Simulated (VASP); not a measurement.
# TiNi (Pm-3m) in VASP: further runs

Runs on TiNi. Level: LDA. Tasks: single point.

Everything below comes from runs of VASP 6.6.1. Logs are shortened: lines on timing, memory, paths and dates and some standing lists are left out, and cuts for length are marked.

**1. The cell of the first run**

The structure is cubic, space group Pm-3m (No. 221). Conventional cell: a = 2.988 Å, b = 2.988 Å, c = 2.988 Å, α = 90.00°, β = 90.00°, γ = 90.00°. Within 3.4 Å of Ti (site symmetry m-3m) lie 8 Ni at 2.59 Å and 6 Ti at 2.99 Å. Within 3.4 Å of Ni (site symmetry m-3m) lie 8 Ti at 2.59 Å and 6 Ni at 2.99 Å.

**2. Single point, LDA, collinear spin, zero start**

Input file INCAR:

```
SYSTEM = TiNi
PREC = Accurate
ENCUT = 520
EDIFF = 1E-7
ISMEAR = -1
SIGMA = 0.1
LREAL = .False.
LASPH = .True.
NELM = 150
ALGO = Normal
ISIF = 2
LWAVE = .False.
LCHARG = .False.
ISPIN = 2
MAGMOM = 0 0
LORBIT = 11
NUPDOWN = 0.0
LMAXMIX = 4
NBANDS = 22
```

Input file KPOINTS:

```
Automatic mesh
0
Gamma
  5 5 5
  0 0 0
```

Input file POSCAR:

```
TiNi
1.0
    2.9880660000      0.0000000000      0.0000000000
    0.0000000000      2.9880660000      0.0000000000
    0.0000000000      0.0000000000      2.9880660000
Ti Ni
1 1
Direct
    0.5000000000      0.5000000000      0.5000000000
    0.0000000000      0.0000000000      0.0000000000
```

Potentials or basis: VASP PAW LDA potentials, release 64 (Ti_sv, Ni).

The run is started by

```sh
$ cat potpaw_LDA.64/Ti_sv/POTCAR potpaw_LDA.64/Ni/POTCAR > POTCAR
$ mpirun -np 1 vasp_std > vasp.out
```

OUTCAR:

```text
SYSTEM = TiNi
   PREC = Accurate
   ENCUT = 520
   EDIFF = 1E-7
   ISMEAR = -1
   LREAL = .False.
   LASPH = .True.
   NELM = 150
   ISIF = 2
   ISPIN = 2
   LORBIT = 11
   NUPDOWN = 0.0

 ion  position               nearest neighbor table
   1  0.500  0.500  0.500-   2 2.59   2 2.59   2 2.59   2 2.59   2 2.59   2 2.59   2 2.59   2 2.59

   2  0.000  0.000  0.000-   1 2.59   1 2.59   1 2.59   1 2.59   1 2.59   1 2.59   1 2.59   1 2.59

  LATTYP: Found a simple cubic cell.
 ALAT       =     2.9880660000

  Lattice vectors:

 A1 = (   2.9880660000,   0.0000000000,   0.0000000000)
 A2 = (   0.0000000000,   2.9880660000,   0.0000000000)
 A3 = (   0.0000000000,   0.0000000000,   2.9880660000)

Analysis of symmetry for initial positions (statically):
=====================================================================
 Subroutine PRICEL returns:
 Original cell was already a primitive cell.

 Routine SETGRP: Setting up the symmetry group for a
 simple cubic supercell.

 Subroutine GETGRP returns: Found 48 space group operations
 (whereof 48 operations were pure point group operations)
 out of a pool of 48 trial point group operations.

The static configuration has the point symmetry O_h .

Analysis of symmetry for dynamics (positions and initial velocities):
=====================================================================
 Subroutine PRICEL returns:
 Original cell was already a primitive cell.

 Routine SETGRP: Setting up the symmetry group for a
 simple cubic supercell.

 Subroutine GETGRP returns: Found 48 space group operations
 (whereof 48 operations were pure point group operations)
 out of a pool of 48 trial point group operations.

The dynamic configuration has the point symmetry O_h .

Analysis of structural, dynamic, and magnetic symmetry:
=====================================================================
 Subroutine PRICEL returns:
 Original cell was already a primitive cell.

 Routine SETGRP: Setting up the symmetry group for a
 simple cubic supercell.

 Subroutine GETGRP returns: Found 48 space group operations
 (whereof 48 operations were pure point group operations)
 out of a pool of 48 trial point group operations.

The overall configuration has the point symmetry O_h .

 Subroutine INISYM returns: Found 48 space group operations
 (whereof 48 operations are pure point group operations),
 and found     1 'primitive' translations

----------------------------------------------------------------------------------------

                                     Primitive cell

  volume of cell :      26.6791

  direct lattice vectors                    reciprocal lattice vectors
     2.988066000  0.000000000  0.000000000     0.334664629  0.000000000  0.000000000
     0.000000000  2.988066000  0.000000000     0.000000000  0.334664629  0.000000000
     0.000000000  0.000000000  2.988066000     0.000000000  0.000000000  0.334664629

  length of vectors
     2.988066000  2.988066000  2.988066000     0.334664629  0.334664629  0.334664629

  position of ions in fractional coordinates (direct lattice)
     0.500000000  0.500000000  0.500000000
     0.000000000  0.000000000  0.000000000

  ion indices of the primitive-cell ions
   primitive index   ion index
                 1           1
                 2           2

----------------------------------------------------------------------------------------

 KPOINTS: Automatic mesh

Automatic generation of k-mesh.
 Grid dimensions read from file:
 generate k-points for:    5    5    5

 Generating k-lattice:

  Cartesian coordinates                     Fractional coordinates (reciprocal lattice)
     0.066932926  0.000000000  0.000000000     0.200000000  0.000000000  0.000000000
     0.000000000  0.066932926  0.000000000     0.000000000  0.200000000  0.000000000
     0.000000000  0.000000000  0.066932926     0.000000000  0.000000000  0.200000000

  Length of vectors
     0.066932926  0.066932926  0.066932926

  Shift w.r.t. Gamma in fractional coordinates (k-lattice)
     0.000000000  0.000000000  0.000000000

 Subroutine IBZKPT returns following result:
 ===========================================

 Found     10 irreducible k-points:

 Following reciprocal coordinates:
            Coordinates               Weight
  0.000000  0.000000  0.000000      1.000000
  0.200000  0.000000  0.000000      6.000000
  0.400000  0.000000  0.000000      6.000000
  0.200000  0.200000  0.000000     12.000000
  0.400000  0.200000  0.000000     24.000000
  0.400000  0.400000  0.000000     12.000000
  0.200000  0.200000  0.200000      8.000000
  0.400000  0.200000  0.200000     24.000000
  0.400000  0.400000  0.200000     24.000000
  0.400000  0.400000  0.400000      8.000000
   k-points           NKPTS =     10   k-points in BZ     NKDIM =     10   number of bands    NBANDS=     22
   number of dos      NEDOS =    301   number of ions     NIONS =      2
   total plane-waves  NPLWV =  13824
   dimension x,y,z NGX =    24 NGY =   24 NGZ =   24
   dimension x,y,z NGXF=    48 NGYF=   48 NGZF=   48
   ions per type =               1   1
   NGX,Y,Z   is equivalent  to a cutoff of  13.35, 13.35, 13.35 a.u.
   NGXF,Y,Z  is equivalent  to a cutoff of  26.71, 26.71, 26.71 a.u.
 SYSTEM =  TiNi
   PREC   = accura    normal or accurate (medium, high low for compatibility)
   ISTART =      0    job   : 0-new  1-cont  2-samecut
   ICHARG =      2    charge: 1-file 2-atom 10-const
   ISPIN  =      2    spin polarized calculation?
   LNONCOLLINEAR =      F non collinear calculations
   LSORBIT =      F    spin-orbit coupling
   LASPH  =      T    aspherical Exc in radial PAW
   ENCUT  =  520.0 eV  38.22 Ry    6.18 a.u.   5.56  5.56  5.56*2*pi/ulx,y,z
   NELM   =    150;   NELMIN=  2; NELMDL= -5     # of ELM steps
   EDIFF  = 0.1E-06   stopping-criterion for ELM
   LREAL  =      F    real-space projection
   EDIFFG = 0.1E-05   stopping-criterion for IOM
   NSW    =      0    number of steps for IOM
   IBRION =     -1    ionic relax: 0-MD 1-quasi-New 2-CG
   NFREE  =      0    steps in history (QN), initial steepest desc. (CG)
   ISIF   =      2    stress and relaxation
   ISYM   =      2    0-nonsym 1-usesym 2-fastsym
   POTIM  = 0.5000    time-step for ionic-motion
   TEBEG  =    0.0;   TEEND  =   0.0 temperature during run
   PSTRESS=    0.0 pullay stress
   NELECT =      22.0000    total number of electrons
   NUPDOWN=       0.0000    fix difference up-down
   EMIN   =  10.00;   EMAX   =-10.00  energy-range for DOS
   EFERMI =   0.00;   METHOD = LEGACY
   ISMEAR =    -1;   SIGMA  =   0.10  broadening in eV -4-tet -1-fermi 0-gaus
   EFERMI_NEDOS =   21; number of points for ismear=-14 and -15
   IALGO  =     38    algorithm
   IMIX   =      4    mixing-type and parameters
     AMIX     =   0.40;   BMIX     =  1.00
     AMIX_MAG =   1.60;   BMIX_MAG =  1.00
  volume/ion in A,a.u.               =      13.34        90.02
  Fermi-wavevector in a.u.,A,eV,Ry     =   1.535178  2.901067 32.065843  2.356773
  Thomas-Fermi vector in A             =   2.642003
   LORBIT       =     11    0 simple, 1 ext, 2 COOP (PROOUT), +10 PAW based schemes
   GGA     = CA    functional components
   LHFCALC =     F    Hartree Fock is set to
   AEXX    =    0.0000 exact exchange contribution
   IVDW    =     0    specifies the selected vdW correction
   LEPSILON=     F    determine dielectric tensor
   LRPA    =     F    only Hartree local field effects (RPA)
 spin polarized calculation
  energy-cutoff  :      520.00
  volume of cell :       26.68
 maximum number of plane-waves:       739
 NGX is ok and might be reduce to    24
   NGX = 11   NGY = 11   NGZ = 11

 number of electron      21.9999986 magnetization       0.0000000

 number of electron      21.9999986 magnetization      -0.0000000

 Free energy of the ion-electron system (eV)
  ---------------------------------------------------
  ext. energy  EPLUGINS =         0.00000000
  ---------------------------------------------------
  free energy    TOTEN  =       -15.86633357 eV

  energy without entropy =      -15.77065851  energy(sigma->0) =      -15.81849604

 E-fermi :   9.2764     XC(G=0): -12.8240

 val. band max:        9.1144283613   @ k =   0.4000   0.0000   0.0000
 cond. band min:       9.3892794163   @ k =   0.4000   0.2000   0.0000
 fundamental gap:      0.2748510550
 Fermi energy:         9.2764233748

 spin component 1

 k-point     1 :       0.0000    0.0000    0.0000
  band No.  band energies     occupation
      1     -47.1380      1.00000
      2     -23.6128      1.00000
      3     -23.6128      1.00000
      4     -23.6128      1.00000
      5       1.6007      1.00000
      6       5.4621      1.00000
[... 14 lines left out ...]
     21      27.9143      0.00000
     22      30.4958      0.00000

 k-point     2 :       0.2000    0.0000    0.0000
  band No.  band energies     occupation
      1     -47.1265      1.00000
      2     -23.7199      1.00000
      3     -23.6047      1.00000
      4     -23.6047      1.00000
      5       2.3647      1.00000
      6       5.7451      1.00000
[... 14 lines left out ...]
     21      29.0660      0.00000
     22      30.2316      0.00000

 k-point     3 :       0.4000    0.0000    0.0000
  band No.  band energies     occupation
      1     -47.1080      1.00000
      2     -23.8901      1.00000
      3     -23.5915      1.00000
      4     -23.5915      1.00000
      5       4.3018      1.00000
      6       5.9243      1.00000
[... 14 lines left out ...]
     21      27.1241      0.00000
     22      27.1241      0.00000
[... 126 lines left out ...]
 k-point     9 :       0.4000    0.4000    0.2000
  band No.  band energies     occupation
      1     -47.0697      1.00000
      2     -23.8396      1.00000
      3     -23.8365      1.00000
      4     -23.6643      1.00000
      5       5.5031      1.00000
      6       5.9471      1.00000
[... 14 lines left out ...]
     21      24.0496      0.00000
     22      28.5467      0.00000

 k-point    10 :       0.4000    0.4000    0.4000
  band No.  band energies     occupation
      1     -47.0526      1.00000
      2     -23.8213      1.00000
      3     -23.8196      1.00000
      4     -23.8196      1.00000
      5       6.3028      1.00000
      6       6.5336      1.00000
[... 14 lines left out ...]
     21      21.0493      0.00000
     22      25.0796      0.00000
 Fermi energy:         9.2764234522

 spin component 2

 k-point     1 :       0.0000    0.0000    0.0000
  band No.  band energies     occupation
      1     -47.1380      1.00000
      2     -23.6128      1.00000
      3     -23.6128      1.00000
      4     -23.6128      1.00000
      5       1.6007      1.00000
      6       5.4621      1.00000
[... 14 lines left out ...]
     21      27.9143      0.00000
     22      30.4958      0.00000

 k-point     2 :       0.2000    0.0000    0.0000
  band No.  band energies     occupation
      1     -47.1265      1.00000
      2     -23.7199      1.00000
      3     -23.6047      1.00000
      4     -23.6047      1.00000
      5       2.3647      1.00000
      6       5.7451      1.00000
[... 14 lines left out ...]
     21      29.0660      0.00000
     22      30.2316      0.00000

 k-point     3 :       0.4000    0.0000    0.0000
  band No.  band energies     occupation
      1     -47.1080      1.00000
      2     -23.8901      1.00000
      3     -23.5915      1.00000
      4     -23.5915      1.00000
      5       4.3018      1.00000
      6       5.9243      1.00000
[... 14 lines left out ...]
     21      27.1241      0.00000
     22      27.1241      0.00000
[... 126 lines left out ...]
 k-point     9 :       0.4000    0.4000    0.2000
  band No.  band energies     occupation
      1     -47.0697      1.00000
      2     -23.8396      1.00000
      3     -23.8365      1.00000
      4     -23.6643      1.00000
      5       5.5031      1.00000
      6       5.9471      1.00000
[... 14 lines left out ...]
     21      24.0496      0.00000
     22      28.5467      0.00000

 k-point    10 :       0.4000    0.4000    0.4000
  band No.  band energies     occupation
      1     -47.0526      1.00000
      2     -23.8213      1.00000
      3     -23.8196      1.00000
      4     -23.8196      1.00000
      5       6.3028      1.00000
      6       6.5336      1.00000
[... 14 lines left out ...]
     21      21.0493      0.00000
     22      25.0796      0.00000

------------------------ aborting loop because EDIFF is reached ----------------------------------------

  FORCE on cell =-STRESS in cart. coord.  units (eV):
  Direction    XX          YY          ZZ          XY          YZ          ZX
  --------------------------------------------------------------------------------------
  -------------------------------------------------------------------------------------
  Total       -1.3117460     -1.3117460     -1.3117460      0.0000000      0.0000000      0.0000000
  in kB      -78.7752480    -78.7752480    -78.7752480      0.0000000      0.0000000      0.0000000
  external PRESSURE =     -78.7752480 kB  Pullay stress =       0.0000000 kB

 VOLUME and BASIS-vectors are now :
 -----------------------------------------------------------------------------
  energy-cutoff  :      520.00
  volume of cell :       26.68
      direct lattice vectors                 reciprocal lattice vectors
     2.988066000  0.000000000  0.000000000     0.334664629  0.000000000  0.000000000
     0.000000000  2.988066000  0.000000000     0.000000000  0.334664629  0.000000000
     0.000000000  0.000000000  2.988066000     0.000000000  0.000000000  0.334664629

 POSITION                                       TOTAL-FORCE (eV/Angst)
 -----------------------------------------------------------------------------------
      1.49403      1.49403      1.49403         0.000000      0.000000      0.000000
      0.00000      0.00000      0.00000         0.000000      0.000000      0.000000
 -----------------------------------------------------------------------------------
    total drift:                                0.000000      0.000000     -0.000000

  FREE ENERGIE OF THE ION-ELECTRON SYSTEM (eV)
  ---------------------------------------------------
  free  energy   TOTEN  =       -15.8663335699 eV

  energy  without entropy=      -15.7706585086  energy(sigma->0) =      -15.81849604

 total charge

# of ion       s       p       d       tot
------------------------------------------
    1        2.242   6.165   1.872  10.279
    2        0.589   0.478   8.335   9.402
--------------------------------------------------
tot          2.831   6.643  10.207  19.681

 magnetization (x)

# of ion       s       p       d       tot
------------------------------------------
    1       -0.000   0.000  -0.000  -0.000
    2       -0.000  -0.000   0.000   0.000
--------------------------------------------------
tot         -0.000  -0.000   0.000  -0.000
```

Run time: 7.3 s. Hardware: 1 thread of Intel Xeon Platinum 8488C (Sapphire Rapids), shared host; peak memory 0.13 GiB.

Results:

* Free energy: -15.8663 eV
* Pressure: -7.9 GPa
* Net moment: 0.00 μB per cell
* Valence electrons inside the program's atomic spheres: Ti 10.28; Ni 9.40

Caveat: the k points lie up to 0.42 Å⁻¹ apart; the total moment is fixed, so each spin has its own Fermi level.

[end of part 1 of 2]
